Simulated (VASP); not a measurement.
Crystal: Zn.

```
Zn
1.0
     2.66480    0.00000    0.00000
    -1.33240    2.30778    0.00000
     0.00000    0.00000    4.94670
Zn
2
Cartesian
  0.0000 1.5385 1.2367
  1.3324 0.7693 3.7100
```

Program: VASP 6.6.1. Alike in all runs: no spin polarisation; cell as given; k mesh 16 × 16 × 8; cutoff (eV) 520; smearing fermi-dirac 0.03 eV.

Q: Order these runs on this cell by their pressure, lowest first.
A. level PBEsol; potentials or basis VASP PAW PBE potentials, release 64 (Zn)
B. level PBE; potentials or basis VASP PAW PBE potentials, release 64 (Zn)
C. level revPBE; potentials or basis VASP PAW PBE potentials, release 64 (Zn)
D. level LDA; potentials or basis VASP PAW LDA potentials, release 64 (Zn)

A: D (-8.5 GPa), A (-5.2 GPa), B (-0.1 GPa), C (2.1 GPa).

Caveats: the PAW data sets were made with another functional, which shifts forces and pressure a little (some runs).
